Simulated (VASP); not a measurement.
# As (C2/c) in VASP: single point with r2SCAN

Aim: the single point of As with r2SCAN.

Everything below comes from runs of VASP 6.6.1. Logs are shortened: lines on timing, memory, paths and dates and some standing lists are left out, and cuts for length are marked.

## 1. The cell of the first run

The structure is monoclinic, space group C2/c (No. 15). The conventional cell has a = 2.824 Å, b = 9.121 Å, c = 3.625 Å, α = 90.00°, β = 90.22°, γ = 90.00°. Within 3.3 Å of As (site symmetry 2) lie 4 As at 2.46 to 2.82 Å.

## 2. Single point, r2SCAN

Input file POSCAR:

```
As
1.0
   -3.4128368434      3.0364212394      1.3866243494
    3.0364212394     -3.4128368434      1.3866243494
    2.8919469185      2.8919469185     -2.0760302176
As
2
Direct
    0.0335656455      0.9664343545      1.0000000000
    0.7164343545      0.2835656455      0.5000000000
```

Input file INCAR.step1:

```
ALGO     = Normal         # electronic algorithm
EDIFF    = 1E-4           # SCF threshold, eV
ENCUT    = 520            # plane-wave cutoff, eV
GGA      = PE             # functional
ISMEAR   = -1             # smearing method
LASPH    = True           # aspherical terms in the spheres
LCHARG   = False          # write CHGCAR
LREAL    = False          # projectors in reciprocal space
LWAVE    = True           # write WAVECAR
NBANDS   = 12             # bands
NELM     = 100            # most SCF steps
PREC     = Accurate       # precision mode
SIGMA    = 0.1            # smearing width, eV
```

Input file INCAR.step2:

```
ALGO     = Normal         # electronic algorithm
EDIFF    = 1E-6           # SCF threshold, eV
ENCUT    = 520            # plane-wave cutoff, eV
ISIF     = 2              # what is computed and relaxed
ISMEAR   = -1             # smearing method
ISTART   = 1            
LASPH    = True           # aspherical terms in the spheres
LCHARG   = False          # write CHGCAR
LMIXTAU  = True         
LREAL    = False          # projectors in reciprocal space
LWAVE    = False          # write WAVECAR
METAGGA  = R2SCAN         # meta-GGA
NBANDS   = 12             # bands
NELM     = 100            # most SCF steps
PREC     = Accurate       # precision mode
SIGMA    = 0.1            # smearing width, eV
```

Input file KPOINTS:

```
k-points
0
Gamma
  16 16 10
```

Potentials or basis: VASP PAW PBE potentials, release 64 (As).

On the command line:

```
$ cat potpaw_PBE.64/As/POTCAR > POTCAR
$ cp INCAR.step1 INCAR
$ mpirun -np 1 vasp_std > vasp.out
$ cp INCAR.step2 INCAR
$ mpirun -np 1 vasp_std > vasp.out
```

OUTCAR:

```text
EDIFF = 1E-6
   ENCUT = 520
   ISIF = 2
   ISMEAR = -1
   ISTART = 1
   LASPH = True
   LREAL = False
   METAGGA = R2SCAN
   NELM = 100
   PREC = Accurate

 ion  position               nearest neighbor table
   1  0.034  0.966  0.000-   2 2.46   2 2.46
   2  0.716  0.284  0.500-   1 2.46   1 2.46

  Warning from LATTYP: Got some problem with cell dimensions!
  Tried to take original basis but could not verify dimensions!
  LATTYP: Found a base centered monoclinic cell.
 ALAT       =     2.8238777876
 B/A-ratio  =     3.2298239988
 C/A-ratio  =     1.2837585049
 COS(beta)  =    -0.0038868365

  Lattice vectors:

 A1 = (   3.4128368434,  -3.0364212394,  -1.3866243494)
 A2 = (  -3.0364212394,   3.4128368434,  -1.3866243494)
 A3 = (   2.5155313145,   2.5155313145,   0.6972184812)

Analysis of symmetry for initial positions (statically):
=====================================================================
 Subroutine PRICEL returns:
 Original cell was already a primitive cell.

 Routine SETGRP: Setting up the symmetry group for a
 base centered monoclinic supercell.

 Subroutine GETGRP returns: Found  4 space group operations
 (whereof  2 operations were pure point group operations)
 out of a pool of  4 trial point group operations.

The static configuration has the point symmetry C_2 .
 The point group associated with its full space group is C_2h.

Analysis of symmetry for dynamics (positions and initial velocities):
=====================================================================
 Subroutine PRICEL returns:
 Original cell was already a primitive cell.

 Routine SETGRP: Setting up the symmetry group for a
 base centered monoclinic supercell.

 Subroutine GETGRP returns: Found  4 space group operations
 (whereof  2 operations were pure point group operations)
 out of a pool of  4 trial point group operations.

The dynamic configuration has the point symmetry C_2 .
 The point group associated with its full space group is C_2h.

 Subroutine INISYM returns: Found  4 space group operations
 (whereof  2 operations are pure point group operations),
 and found     1 'primitive' translations

----------------------------------------------------------------------------------------

                                     Primitive cell

  volume of cell :      46.6838

  direct lattice vectors                    reciprocal lattice vectors
    -3.412836843  3.036421239  1.386624349     0.065870934  0.220927529  0.399515347
     3.036421239 -3.412836843  1.386624349     0.220927529  0.065870934  0.399515347
     2.891946918  2.891946918 -2.076030218     0.191558740  0.191558740  0.052000889

  length of vectors
     4.773891112  4.773891112  4.586569025     0.461259651  0.461259651  0.275850674

  position of ions in fractional coordinates (direct lattice)
     0.033565645  0.966434355  1.000000000
     0.716434355  0.283565645  0.500000000

  ion indices of the primitive-cell ions
   primitive index   ion index
                 1           1
                 2           2

----------------------------------------------------------------------------------------

 KPOINTS: k-points

Automatic generation of k-mesh.
 Grid dimensions read from file:
 generate k-points for:   16   16   10

 Generating k-lattice:

  Cartesian coordinates                     Fractional coordinates (reciprocal lattice)
     0.004116933  0.013807971  0.024969709     0.062500000 -0.000000000 -0.000000000
     0.013807971  0.004116933  0.024969709    -0.000000000  0.062500000 -0.000000000
     0.019155874  0.019155874  0.005200089     0.000000000  0.000000000  0.100000000

  Length of vectors
     0.028828728  0.028828728  0.027585067

  Shift w.r.t. Gamma in fractional coordinates (k-lattice)
     0.000000000  0.000000000  0.000000000

 Subroutine IBZKPT returns following result:
 ===========================================

 Found    690 irreducible k-points:

 Following reciprocal coordinates:
            Coordinates               Weight
  0.000000  0.000000  0.000000      1.000000
  0.062500 -0.000000  0.000000      4.000000
  0.125000 -0.000000  0.000000      4.000000
  0.187500 -0.000000  0.000000      4.000000
  0.250000 -0.000000  0.000000      4.000000
  0.312500 -0.000000  0.000000      4.000000
[... 16 lines left out ...]
 -0.125000  0.062500  0.000000      4.000000
 -0.062500  0.062500  0.000000      2.000000
 [... further k-points ...]
   k-points           NKPTS =    690   k-points in BZ     NKDIM =    690   number of bands    NBANDS=     12
   number of dos      NEDOS =    301   number of ions     NIONS =      2
   total plane-waves  NPLWV =  46656
   dimension x,y,z NGX =    36 NGY =   36 NGZ =   36
   dimension x,y,z NGXF=    72 NGYF=   72 NGZF=   72
   ions per type =               2
   NGX,Y,Z   is equivalent  to a cutoff of  12.54, 12.54, 13.05 a.u.
   NGXF,Y,Z  is equivalent  to a cutoff of  25.07, 25.07, 26.10 a.u.
 SYSTEM =  unknown system
   PREC   = accura    normal or accurate (medium, high low for compatibility)
   ISTART =      1    job   : 0-new  1-cont  2-samecut
   ICHARG =      0    charge: 1-file 2-atom 10-const
   ISPIN  =      1    spin polarized calculation?
   LNONCOLLINEAR =      F non collinear calculations
   LSORBIT =      F    spin-orbit coupling
   LASPH  =      T    aspherical Exc in radial PAW
   ENCUT  =  520.0 eV  38.22 Ry    6.18 a.u.   8.88  8.88  8.53*2*pi/ulx,y,z
   NELM   =    100;   NELMIN=  2; NELMDL=  0     # of ELM steps
   EDIFF  = 0.1E-05   stopping-criterion for ELM
   LREAL  =      F    real-space projection
   EDIFFG = 0.1E-04   stopping-criterion for IOM
   NSW    =      0    number of steps for IOM
   IBRION =     -1    ionic relax: 0-MD 1-quasi-New 2-CG
   NFREE  =      0    steps in history (QN), initial steepest desc. (CG)
   ISIF   =      2    stress and relaxation
   ISYM   =      2    0-nonsym 1-usesym 2-fastsym
   POTIM  = 0.5000    time-step for ionic-motion
   TEBEG  =    0.0;   TEEND  =   0.0 temperature during run
   PSTRESS=    0.0 pullay stress
   NELECT =      10.0000    total number of electrons
   NUPDOWN=      -1.0000    fix difference up-down
   EMIN   =  10.00;   EMAX   =-10.00  energy-range for DOS
   EFERMI =   0.00;   METHOD = LEGACY
   ISMEAR =    -1;   SIGMA  =   0.10  broadening in eV -4-tet -1-fermi 0-gaus
   EFERMI_NEDOS =   21; number of points for ismear=-14 and -15
   IALGO  =     38    algorithm
   IMIX   =      4    mixing-type and parameters
     AMIX     =   0.40;   BMIX     =  1.00
     AMIX_MAG =   1.60;   BMIX_MAG =  1.00
  volume/ion in A,a.u.               =      23.34       157.52
  Fermi-wavevector in a.u.,A,eV,Ry     =   0.979534  1.851050 13.054598  0.959486
  Thomas-Fermi vector in A             =   2.110394
   LORBIT       =      0    0 simple, 1 ext, 2 COOP (PROOUT), +10 PAW based schemes
   METAGGA = R2SCAN    functional components
   LHFCALC =     F    Hartree Fock is set to
   AEXX    =    0.0000 exact exchange contribution
   IVDW    =     0    specifies the selected vdW correction
   LEPSILON=     F    determine dielectric tensor
   LRPA    =     F    only Hartree local field effects (RPA)
 non-spin polarized calculation
  energy-cutoff  :      520.00
  volume of cell :       46.68
 maximum number of plane-waves:      1277
   NGX = 17   NGY = 17   NGZ = 17

 number of electron      10.0000000 magnetization

 Free energy of the ion-electron system (eV)
  ---------------------------------------------------
  ext. energy  EPLUGINS =         0.00000000
  ---------------------------------------------------
  free energy    TOTEN  =       -29.16206901 eV

  energy without entropy =      -29.14350142  energy(sigma->0) =      -29.15278521

 E-fermi :   4.1342     XC(G=0):  -9.9602

 val. band max:        4.1152372223   @ k =   0.5000   0.1250   0.3000
 cond. band min:       4.1361729108   @ k =  -0.3750  -0.4375   0.1000
 fundamental gap:      0.0209356885
 Fermi energy:         4.1341724344

 k-point     1 :       0.0000    0.0000    0.0000
  band No.  band energies     occupation
      1     -10.9888      2.00000
      2      -4.9708      2.00000
      3       0.0639      2.00000
      4       0.8737      2.00000
      5       5.5539      0.00000
      6       7.8306      0.00000
      7       7.8738      0.00000
      8      11.0369      0.00000
      9      11.3032      0.00000
     10      12.6800      0.00000
     11      14.2700      0.00000
     12      14.4197      0.00000

 k-point     2 :       0.0625   -0.0000    0.0000
  band No.  band energies     occupation
      1     -10.8779      2.00000
      2      -4.9791      2.00000
      3       0.1721      2.00000
      4       0.7679      2.00000
      5       5.9076      0.00000
      6       7.1237      0.00000
      7       7.6066      0.00000
      8      10.2361      0.00000
      9      11.0941      0.00000
     10      13.3197      0.00000
     11      14.7946      0.00000
     12      15.1712      0.00000

 k-point     3 :       0.1250   -0.0000    0.0000
  band No.  band energies     occupation
      1     -10.5476      2.00000
      2      -4.9991      2.00000
      3       0.2471      2.00000
      4       0.8197      2.00000
      5       5.6440      0.00000
      6       6.5894      0.00000
      7       7.2015      0.00000
      8       8.8519      0.00000
      9      10.6393      0.00000
     10      14.4271      0.00000
     11      16.1615      0.00000
     12      16.8719      0.00000

 k-point     4 :       0.1875   -0.0000    0.0000
  band No.  band energies     occupation
      1     -10.0055      2.00000
      2      -5.0200      2.00000
      3       0.1189      2.00000
      4       1.3145      2.00000
      5       4.1127      1.10699
      6       6.2983      0.00000
      7       6.8237      0.00000
      8       8.2613      0.00000
      9      10.6727      0.00000
     10      14.7563      0.00000
     11      15.5454      0.00000
     12      16.9203      0.00000

 k-point     5 :       0.2500   -0.0000    0.0000
  band No.  band energies     occupation
      1      -9.2676      2.00000
      2      -5.0325      2.00000
      3       0.1212      2.00000
      4       1.7287      2.00000
      5       2.8593      1.99999
      6       5.2281      0.00004
      7       6.0316      0.00000
      8       8.5966      0.00000
      9      11.4224      0.00000
     10      12.9088      0.00000
     11      14.8131      0.00000
     12      16.3443      0.00000
[... 228 lines left out ...]
      1      -9.9604      2.00000
      2      -5.1554      2.00000
      3      -0.0966      2.00000
      4       1.7400      2.00000
      5       4.0402      1.43791
      6       6.0093      0.00000
      7       6.9477      0.00000
      8       8.4792      0.00000
      9      11.0483      0.00000
     10      14.7290      0.00000
     11      15.1153      0.00000
     12      17.0534      0.00000

 k-point    22 :      -0.1875    0.0625   -0.0000
  band No.  band energies     occupation
      1     -10.5115      2.00000
      2      -5.1523      2.00000
      3       0.1112      2.00000
      4       1.2224      2.00000
      5       5.5879      0.00000
      6       6.2914      0.00000
      7       7.2687      0.00000
      8       8.9654      0.00000
      9      10.9009      0.00000
     10      14.2055      0.00000
     11      16.3992      0.00000
     12      16.9271      0.00000

 k-point    23 :      -0.1250    0.0625    0.0000
  band No.  band energies     occupation
      1     -10.8529      2.00000
      2      -5.1111      2.00000
      3       0.2707      2.00000
      4       0.8879      2.00000
      5       5.8626      0.00000
      6       7.0880      0.00000
      7       7.4675      0.00000
      8      10.3083      0.00000
      9      11.0515      0.00000
     10      13.4034      0.00000
     11      14.8165      0.00000
     12      15.5308      0.00000

 k-point    24 :      -0.0625    0.0625    0.0000
  band No.  band energies     occupation
      1     -10.9761      2.00000
      2      -5.0441      2.00000
      3       0.1681      2.00000
      4       0.8864      2.00000
      5       5.5448      0.00000
      6       7.7529      0.00000
      7       7.8555      0.00000
      8      11.0700      0.00000
      9      11.1334      0.00000
     10      12.8246      0.00000
     11      14.4156      0.00000
     12      14.5122      0.00000

 [... further k-points ...]

------------------------ aborting loop because EDIFF is reached ----------------------------------------

  FORCE on cell =-STRESS in cart. coord.  units (eV):
  Direction    XX          YY          ZZ          XY          YZ          ZX
  --------------------------------------------------------------------------------------
  -------------------------------------------------------------------------------------
  Total       -0.1688790     -0.1688790      0.3208972     -0.0312390     -0.0918754     -0.0918754
  in kB       -5.7958822     -5.7958822     11.0131072     -1.0721129     -3.1531391     -3.1531389
  external PRESSURE =      -0.1928857 kB  Pullay stress =       0.0000000 kB

 VOLUME and BASIS-vectors are now :
 -----------------------------------------------------------------------------
  energy-cutoff  :      520.00
  volume of cell :       46.68
      direct lattice vectors                 reciprocal lattice vectors
    -3.412836843  3.036421239  1.386624349     0.065870934  0.220927529  0.399515347
     3.036421239 -3.412836843  1.386624349     0.220927529  0.065870934  0.399515347
     2.891946918  2.891946918 -2.076030218     0.191558740  0.191558740  0.052000889

 POSITION                                       TOTAL-FORCE (eV/Angst)
 -----------------------------------------------------------------------------------
      2.81995     -3.19636      1.38662        -0.042782      0.042782      0.000000
     -0.13808      2.65361      0.34861         0.042782     -0.042782     -0.000000
 -----------------------------------------------------------------------------------
    total drift:                               -0.000000      0.000000      0.000000

  FREE ENERGIE OF THE ION-ELECTRON SYSTEM (eV)
  ---------------------------------------------------
  free  energy   TOTEN  =       -29.1620690099 eV

  energy  without entropy=      -29.1435014191  energy(sigma->0) =      -29.15278521
```

Run time: 11 min. Hardware: 1 thread of Intel Xeon 6975P-C (Granite Rapids), shared host; peak memory 0.47 GiB.

What came out:

```yaml
Free_energy: -29.1621 eV
Pressure: 0.0 GPa
Largest_force: 0.061 eV/Å
Band_gap_on_the_k_mesh: zero (band 5 reaches 9.05 eV, above the bottom of band 6 at 1.51 eV)
```

Forces in eV/Å, atoms in the order of the input:
```
As  -0.043  0.043  0.000
As   0.043 -0.043  0.000
```

Stress tensor (GPa, compression positive):
```
-0.58 -0.11 -0.32
-0.11 -0.58 -0.32
-0.32 -0.32  1.10
```

Caveat: the PAW data sets were made with another functional, which shifts forces and pressure a little.
